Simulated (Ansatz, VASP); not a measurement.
One calculation of Cu, two programs

```xyz
2
Lattice="2.5341 0.0000 0.0000 -1.2670 2.1946 0.0000 0.0000 0.0000 4.1126" Properties=species:S:1:pos:R:3 pbc="T T T"
Cu    1.2670    0.7315    3.0844
Cu    0.0000    1.4631    1.0281
```

Alike in both runs: task single point; functional PBE0; k mesh 6 × 6 × 4; occupations fermi-dirac, width 0.05 eV; no spin polarisation.

|  | VASP | Ansatz |
| --- | --- | --- |
| version | VASP 6.6.1 | Ansatz 0.2.0 |
| potentials or method | VASP PAW PBE potentials, release 64 (Cu) | Ansatz PAW |
| plane-wave cutoff (eV) | 520 | 420 |
| valence electrons in the cell | 22 | 38 |

|  | VASP | Ansatz | Ansatz less VASP |
| --- | --- | --- | --- |
| gap on the k mesh at the Fermi level (eV) | none | none | - |
| pressure (GPa) | 8.1 | 8.1 | +0.01 |
| traceless stress, the component that is largest in VASP (GPa) | -1.96 | -1.92 | +0.033 |

A gap of «none» marks a metal or a gap that the smearing closes. VASP's potentials hold 22 valence electrons a cell and Ansatz's 38, so a difference there can come from the potentials and not from the codes.

The k mesh is coarse, so the values compare programs but aren't converged.
